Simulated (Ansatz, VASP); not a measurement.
**One calculation of SnO, two programs**

```xyz
4
Lattice="3.8367 0.0000 0.0000 0.0000 3.8367 0.0000 0.0000 0.0000 4.7604" Properties=species:S:1:pos:R:3 pbc="T T T"
Sn    1.9183    0.0000    1.1587
Sn    0.0000    1.9183    3.6017
O     0.0000    0.0000    0.0000
O     1.9183    1.9183    0.0000
```

Alike in both runs: functional PBE; dispersion D3(BJ); k mesh 10 × 10 × 8; occupations gaussian, width 0.05 eV; no spin polarisation.

Ansatz relaxed the structure, and its values are those at the end. VASP's run is a single point on that final structure, the one shown.

|  | VASP | Ansatz |
| --- | --- | --- |
| version | VASP 6.6.1 | Ansatz 0.2.0 |
| potentials or method | VASP PAW PBE potentials, release 64 (Sn_d, O), cutoff 520 eV | scalar-relativistic, plane waves, PAW |
| valence electrons in the cell | 40 | 40 |

```csv
,VASP,Ansatz,Ansatz less VASP
pressure (GPa),0.2,0.0,-0.21
rms of the force components (eV/Å),0.032,0.000,-0.0320
```
